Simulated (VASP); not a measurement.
Input of a VASP 6.6.1 run:

Contents of POSCAR:

```
Ta2W
1.0
    4.7407366969      0.0000000000      0.0000000000
   -2.3703683485      4.1055984122      0.0000000000
    0.0000000000      0.0000000000      2.6868162211
Ta W
2 1
Direct
    0.3333333333      0.6666666667      0.5000000000
    0.6666666667      0.3333333333      0.5000000000
    0.0000000000      0.0000000000      0.0000000000
```

File INCAR.step1:

```
SYSTEM = Ta2W
PREC = Accurate ; ENCUT = 520
ISMEAR = 0 ; SIGMA = 0.1
LREAL = .False. ; LASPH = .True.
NELM = 60 ; NBANDS = 25
GGA = PE ; ALGO = Normal
EDIFF = 1E-4 ; LWAVE = .True.
LCHARG = .False.
```

File INCAR.step2:

```
SYSTEM = Ta2W
PREC = Accurate ; ENCUT = 520
EDIFF = 1E-7 ; ISMEAR = 0
SIGMA = 0.1 ; LREAL = .False.
LASPH = .True. ; NELM = 60
ALGO = Normal ; ISIF = 2
LWAVE = .False. ; LCHARG = .False.
METAGGA = R2SCAN ; LMIXTAU = .True.
NBANDS = 25 ; ISTART = 1
```

Contents of KPOINTS:

```
Automatic mesh
0
Gamma
  6 6 4
  0 0 0
```

Potentials or basis: VASP PAW PBE potentials, release 64 (Ta_pv, W_sv).

The run is started by

```sh
$ cat potpaw_PBE.64/Ta_pv/POTCAR potpaw_PBE.64/W_sv/POTCAR > POTCAR
$ cp INCAR.step1 INCAR
$ mpirun -np 1 vasp_std > vasp.out
$ cp INCAR.step2 INCAR
$ mpirun -np 1 vasp_std > vasp.out
```

(1) Estimate the pressure.

(2) What does it give for the band gap on the k mesh?

## Answers

(1) 0.8 GPa.

(2) zero (bands 18 and 19 overlap by 1.84 eV).

Caveat: the k points lie up to 0.58 Å⁻¹ apart, too coarse for converged energies and pressures of a metal; the PAW data sets were made with another functional, which shifts forces and pressure a little; spin-orbit coupling is left out, which moves the levels of the heavy elements.
